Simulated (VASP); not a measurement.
# H (P1) in VASP: notebook

The runs below take H through single point, with PBE.

Program: VASP 6.6.1. These are calculated values, not measurements. Logs are shortened: lines on timing, memory, paths and dates and some standing lists are left out, and cuts for length are marked.

## (1) The cell of the first run

The typed cell holds 4 atoms: a = 3.833 Å, b = 3.800 Å, c = 4.940 Å, α = 90.31°, β = 90.27°, γ = 119.98°.

## (2) Single point, PBE (atoms moved at random and the cell strained at random)

INCAR reads:

```
PREC = Accurate
ENCUT = 520
EDIFF = 1E-7
ISMEAR = 0
SIGMA = 0.02
LREAL = F
LASPH = T
NELM = 100
ALGO = Normal
ISIF = 2
LWAVE = F
LCHARG = F
GGA = PE
NBANDS = 10
```

KPOINTS reads:

```
regular mesh
0
Gamma
  9 9 6
```

POSCAR reads:

```
H
1.0
    3.8327189709      0.0099075365     -0.0090243065
   -1.9077793072      3.2867085834     -0.0102869915
   -0.0118596546     -0.0224576439      4.9403283911
H
4
Direct
    0.3324026148      0.6732789102      0.1792581021
    0.6694088682      0.3311773608      0.6800942984
    0.6635615433      0.3366800437      0.8208330473
    0.3346254702      0.6588606784      0.3198125707
```

Potentials or basis: VASP PAW PBE potentials, release 64 (H).

On the command line:

```console
$ cat potpaw_PBE.64/H/POTCAR > POTCAR
$ mpirun -np 1 vasp_std > vasp.out
```

OUTCAR:

```text
PREC = Accurate
   ENCUT = 520
   EDIFF = 1E-7
   ISMEAR = 0
   LREAL = F
   LASPH = T
   NELM = 100
   ISIF = 2
   GGA = PE

 ion  position               nearest neighbor table
   1  0.332  0.673  0.179-   4 0.70
   2  0.669  0.331  0.680-   3 0.70
   3  0.664  0.337  0.821-   2 0.70
   4  0.335  0.659  0.320-   1 0.70

  LATTYP: Found a triclinic cell.
 ALAT       =     3.8175179734
 B/A-ratio  =     1.0039880433
 C/A-ratio  =     1.2941376318
 COS(alpha) =     0.0047667832
 COS(beta)  =     0.0101944369
 COS(gamma) =     0.5064796141

  Lattice vectors:

 A1 = (   1.9249396637,   3.2966161199,  -0.0193112980)
 A2 = (   3.8327189709,   0.0099075365,  -0.0090243065)
 A3 = (   0.0118596546,   0.0224576439,  -4.9403283911)

Analysis of symmetry for initial positions (statically):
=====================================================================
 Subroutine PRICEL returns:
 Original cell was already a primitive cell.

 Routine SETGRP: Setting up the symmetry group for a
 triclinic supercell.

 Subroutine GETGRP returns: Found  1 space group operations
 (whereof  1 operations were pure point group operations)
 out of a pool of  2 trial point group operations.

The static configuration has the point symmetry C_1 .

Analysis of symmetry for dynamics (positions and initial velocities):
=====================================================================
 Subroutine PRICEL returns:
 Original cell was already a primitive cell.

 Routine SETGRP: Setting up the symmetry group for a
 triclinic supercell.

 Subroutine GETGRP returns: Found  1 space group operations
 (whereof  1 operations were pure point group operations)
 out of a pool of  2 trial point group operations.

The dynamic configuration has the point symmetry C_1 .

 Subroutine INISYM returns: Found  1 space group operations
 (whereof  1 operations are pure point group operations),
 and found     1 'primitive' translations

----------------------------------------------------------------------------------------

                                     Primitive cell

  volume of cell :      62.3252

  direct lattice vectors                    reciprocal lattice vectors
     3.832718971  0.009907536 -0.009024307     0.260523555  0.151225745  0.001312847
    -1.907779307  3.286708583 -0.010286992    -0.000782088  0.303806106  0.001379158
    -0.011859655 -0.022457644  4.940328391     0.000474260  0.000908838  0.202420964

  length of vectors
     3.832742400  3.800286965  4.940393669     0.301236572  0.303810243  0.202423560

  position of ions in fractional coordinates (direct lattice)
     0.332402615  0.673278910  0.179258102
     0.669408868  0.331177361  0.680094298
     0.663561543  0.336680044  0.820833047
     0.334625470  0.658860678  0.319812571

  ion indices of the primitive-cell ions
   primitive index   ion index
                 1           1
                 2           2
                 3           3
                 4           4

----------------------------------------------------------------------------------------

 KPOINTS: regular mesh

Automatic generation of k-mesh.
 Grid dimensions read from file:
 generate k-points for:    9    9    6

 Generating k-lattice:

  Cartesian coordinates                     Fractional coordinates (reciprocal lattice)
     0.028947062  0.016802861  0.000145872     0.111111111 -0.000000000 -0.000000000
    -0.000086899  0.033756234  0.000153240     0.000000000  0.111111111  0.000000000
     0.000079043  0.000151473  0.033736827     0.000000000  0.000000000  0.166666667

  Length of vectors
     0.033470730  0.033756694  0.033737260

  Shift w.r.t. Gamma in fractional coordinates (k-lattice)
     0.000000000  0.000000000  0.000000000

 Subroutine IBZKPT returns following result:
 ===========================================

 Found    244 irreducible k-points:

 Following reciprocal coordinates:
            Coordinates               Weight
  0.000000  0.000000  0.000000      1.000000
  0.111111 -0.000000  0.000000      2.000000
  0.222222 -0.000000  0.000000      2.000000
  0.333333 -0.000000  0.000000      2.000000
  0.444444 -0.000000  0.000000      2.000000
 -0.000000  0.111111  0.000000      2.000000
[... 16 lines left out ...]
 -0.111111  0.222222  0.000000      2.000000
 -0.000000  0.333333  0.000000      2.000000
 [... further k-points ...]
   k-points           NKPTS =    244   k-points in BZ     NKDIM =    244   number of bands    NBANDS=     10
   number of dos      NEDOS =    301   number of ions     NIONS =      4
   total plane-waves  NPLWV =  33600
   dimension x,y,z NGX =    30 NGY =   28 NGZ =   40
   dimension x,y,z NGXF=    60 NGYF=   56 NGZF=   80
   ions per type =               4
   NGX,Y,Z   is equivalent  to a cutoff of  13.01, 12.25, 13.46 a.u.
   NGXF,Y,Z  is equivalent  to a cutoff of  26.03, 24.50, 26.92 a.u.
 SYSTEM =  unknown system
   PREC   = accura    normal or accurate (medium, high low for compatibility)
   ISTART =      0    job   : 0-new  1-cont  2-samecut
   ICHARG =      2    charge: 1-file 2-atom 10-const
   ISPIN  =      1    spin polarized calculation?
   LNONCOLLINEAR =      F non collinear calculations
   LSORBIT =      F    spin-orbit coupling
   LASPH  =      T    aspherical Exc in radial PAW
   ENCUT  =  520.0 eV  38.22 Ry    6.18 a.u.   7.13  7.07  9.19*2*pi/ulx,y,z
   NELM   =    100;   NELMIN=  2; NELMDL= -5     # of ELM steps
   EDIFF  = 0.1E-06   stopping-criterion for ELM
   LREAL  =      F    real-space projection
   EDIFFG = 0.1E-05   stopping-criterion for IOM
   NSW    =      0    number of steps for IOM
   IBRION =     -1    ionic relax: 0-MD 1-quasi-New 2-CG
   NFREE  =      0    steps in history (QN), initial steepest desc. (CG)
   ISIF   =      2    stress and relaxation
   ISYM   =      2    0-nonsym 1-usesym 2-fastsym
   POTIM  = 0.5000    time-step for ionic-motion
   TEBEG  =    0.0;   TEEND  =   0.0 temperature during run
   PSTRESS=    0.0 pullay stress
   NELECT =       4.0000    total number of electrons
   NUPDOWN=      -1.0000    fix difference up-down
   EMIN   =  10.00;   EMAX   =-10.00  energy-range for DOS
   EFERMI =   0.00;   METHOD = LEGACY
   ISMEAR =     0;   SIGMA  =   0.02  broadening in eV -4-tet -1-fermi 0-gaus
   EFERMI_NEDOS =   21; number of points for ismear=-14 and -15
   IALGO  =     38    algorithm
   IMIX   =      4    mixing-type and parameters
     AMIX     =   0.40;   BMIX     =  1.00
     AMIX_MAG =   1.60;   BMIX_MAG =  1.00
  volume/ion in A,a.u.               =      15.58       105.15
  Fermi-wavevector in a.u.,A,eV,Ry     =   0.655451  1.238623  5.845280  0.429616
  Thomas-Fermi vector in A             =   1.726331
   LORBIT       =      0    0 simple, 1 ext, 2 COOP (PROOUT), +10 PAW based schemes
   GGA     = PE    functional components
   LHFCALC =     F    Hartree Fock is set to
   AEXX    =    0.0000 exact exchange contribution
   IVDW    =     0    specifies the selected vdW correction
   LEPSILON=     F    determine dielectric tensor
   LRPA    =     F    only Hartree local field effects (RPA)
 non-spin polarized calculation
 Gauss-broadening in eV      SIGMA  =   0.02
  energy-cutoff  :      520.00
  volume of cell :       62.33
 maximum number of plane-waves:      1698
 NGX is ok and might be reduce to    30
   NGX = 15   NGY = 15   NGZ = 19

 number of electron       4.0000000 magnetization

 Free energy of the ion-electron system (eV)
  ---------------------------------------------------
  ext. energy  EPLUGINS =         0.00000000
  ---------------------------------------------------
  free energy    TOTEN  =       -13.46565136 eV

  energy without entropy =      -13.46565136  energy(sigma->0) =      -13.46565136

 E-fermi :  -9.0283     XC(G=0):  -4.5925

 val. band max:       -9.1407718435   @ k =   0.0000   0.0000   0.0000
 cond. band min:       0.8433032563   @ k =   0.0000   0.0000   0.0000
 fundamental gap:      9.9840750997
 Fermi energy:        -9.0282842468

 k-point     1 :       0.0000    0.0000    0.0000
  band No.  band energies     occupation
      1     -10.5463      2.00000
      2      -9.1408      2.00000
      3       0.8433      0.00000
      4       3.0393      0.00000
      5       6.3492      0.00000
      6       8.2477      0.00000
      7       8.4559      0.00000
      8       8.7688      0.00000
      9       9.8261      0.00000
     10       9.9328      0.00000

 k-point     2 :       0.1111   -0.0000    0.0000
  band No.  band energies     occupation
      1     -10.4834      2.00000
      2      -9.1473      2.00000
      3       0.9899      0.00000
      4       2.8563      0.00000
      5       5.6943      0.00000
      6       7.7295      0.00000
      7       8.2613      0.00000
      8       8.3781      0.00000
      9      10.6420      0.00000
     10      10.7176      0.00000

 k-point     3 :       0.2222   -0.0000    0.0000
  band No.  band energies     occupation
      1     -10.3097      2.00000
      2      -9.1762      2.00000
      3       1.4226      0.00000
      4       2.3865      0.00000
      5       4.6882      0.00000
      6       6.8793      0.00000
      7       7.3493      0.00000
      8       8.1014      0.00000
      9      10.8661      0.00000
     10      11.4134      0.00000
[... 248 lines left out ...]
 k-point    23 :      -0.1111    0.2222    0.0000
  band No.  band energies     occupation
      1     -10.3609      2.00000
      2      -9.1639      2.00000
      3       1.2863      0.00000
      4       2.5526      0.00000
      5       4.9543      0.00000
      6       6.8297      0.00000
      7       7.5932      0.00000
      8       8.5702      0.00000
      9      10.7736      0.00000
     10      11.6630      0.00000

 k-point    24 :      -0.0000    0.3333    0.0000
  band No.  band energies     occupation
      1     -10.0592      2.00000
      2      -9.2432      2.00000
      3       1.8340      0.00000
      4       2.1486      0.00000
      5       4.0405      0.00000
      6       6.0174      0.00000
      7       6.2698      0.00000
      8       7.7093      0.00000
      9       9.7900      0.00000
     10      11.1395      0.00000

 [... further k-points ...]

------------------------ aborting loop because EDIFF is reached ----------------------------------------

  FORCE on cell =-STRESS in cart. coord.  units (eV):
  Direction    XX          YY          ZZ          XY          YZ          ZX
  --------------------------------------------------------------------------------------
  -------------------------------------------------------------------------------------
  Total       -0.0364742     -0.0347503      3.0017721     -0.0075291     -0.0746866     -0.0012493
  in kB       -0.9376321     -0.8933167     77.1657275     -0.1935488     -1.9199481     -0.0321148
  external PRESSURE =      25.1115929 kB  Pullay stress =       0.0000000 kB

 VOLUME and BASIS-vectors are now :
 -----------------------------------------------------------------------------
  energy-cutoff  :      520.00
  volume of cell :       62.33
      direct lattice vectors                 reciprocal lattice vectors
     3.832718971  0.009907536 -0.009024307     0.260523555  0.151225745  0.001312847
    -1.907779307  3.286708583 -0.010286992    -0.000782088  0.303806106  0.001379158
    -0.011859655 -0.022457644  4.940328391     0.000474260  0.000908838  0.202420964

 POSITION                                       TOTAL-FORCE (eV/Angst)
 -----------------------------------------------------------------------------------
     -0.01259      2.21214      0.87567        -0.108192      0.158036     -2.173429
      1.92578      1.07984      3.35044         0.111258     -0.048360     -2.222088
      1.89120      1.09471      4.04573        -0.110904      0.048654      2.221782
      0.02177      2.16162      1.57018         0.107838     -0.158331      2.173734
 -----------------------------------------------------------------------------------
    total drift:                               -0.000039     -0.000199      0.000042

  FREE ENERGIE OF THE ION-ELECTRON SYSTEM (eV)
  ---------------------------------------------------
  free  energy   TOTEN  =       -13.4656513649 eV

  energy  without entropy=      -13.4656513649  energy(sigma->0) =      -13.46565136
```

Wall time 2.7 min (1 thread of Intel Xeon 8259CL, shared host); peak memory 0.25 GiB.

Results:

- Free energy: -13.4657 eV
- Pressure: 2.5 GPa
- Largest force: 2.225 eV/Å
- Band gap on the k mesh: 9.98 eV

Forces on the atoms (eV/Å):
```
H   -0.108  0.158 -2.173
H    0.111 -0.048 -2.222
H   -0.111  0.049  2.222
H    0.108 -0.158  2.174
```

Levels at points of the mesh, in eV from the valence-band top:
```tsv
k point	band 1	band 2	band 3	band 4	band 5
(0.00, 0.00, 0.00)	-1.41	0.00	9.98	12.18	15.49
(0.00, 0.00, 0.50)	-0.77	-0.76	10.81	10.83	17.90
```

Caveat: the cell differs from its parent crystal (atoms moved at random and the cell strained at random); the stress differs along the axes, from -0 to 8 GPa; this functional lacks dispersion, which holds the molecules together, so the pressure and a relaxed volume are unreliable; forces of over 1 eV/Å act on the atoms, so gaps and moduli don't describe the material at rest. A k mesh can miss the band edges.

## (3) Single point, PBE (atoms moved at random and the cell strained at random)

INCAR reads:

```
ALGO = Normal
EDIFF = 1E-6
ENCUT = 520
GGA = PE
ISIF = 2
ISMEAR = 0
LASPH = True
LCHARG = True
LELF = True
LREAL = False
LVHAR = True
LWAVE = False
NBANDS = 10
NELM = 60
PREC = Accurate
SIGMA = 0.02
```

KPOINTS reads:

```
k-points
0
Gamma
  9 9 6
```

POSCAR reads:

```
H
1.0
    4.0137427190      0.0005376183     -0.0064130178
   -2.0064057684      3.4516233836      0.0024083528
   -0.0084279248     -0.0012111988      5.2357599583
H
4
Direct
    0.3294894709      0.6616871931      0.1744014261
    0.6441696581      0.3301399698      0.6711160859
    0.6892236884      0.3427871196      0.8272987077
    0.3371186862      0.6653887245      0.3271837803
```

Potentials or basis: VASP PAW PBE potentials, release 64 (H).

On the command line:

```console
$ cat potpaw_PBE.64/H/POTCAR > POTCAR
$ mpirun -np 1 vasp_std > vasp.out
```

Wall time 2.1 min (1 thread of Intel Xeon 8259CL, shared host); peak memory 0.27 GiB.

It converged, with:

- Free energy: -13.4406 eV
- Pressure: -2.3 GPa
- Largest force: 2.195 eV/Å
- Band gap on the k mesh: 8.67 eV

Forces on the atoms (eV/Å):
```
H    0.044  0.024  1.458
H    0.408  0.115  2.153
H   -0.408 -0.115 -2.153
H   -0.044 -0.024 -1.458
```

Stress tensor (GPa, compression positive):
```
-0.26 -0.04 -0.80
-0.04 -0.13 -0.25
-0.80 -0.25 -6.61
```

Levels at points of the mesh, in eV from the valence-band top:
```csv
k point,band 1,band 2,band 3,band 4,band 5,band 6,band 7
"(0.00, 0.00, 0.00)",-1.27,0.00,8.67,11.36,14.23,14.72,16.18
"(0.00, 0.00, 0.50)",-0.76,-0.62,9.61,9.78,15.62,15.94,17.18
```

Caveat: the cell differs from its parent crystal (atoms moved at random and the cell strained at random); the stress differs along the axes, from -7 to -0 GPa; forces of over 1 eV/Å act on the atoms, so gaps and moduli don't describe the material at rest. A k mesh can miss the band edges.
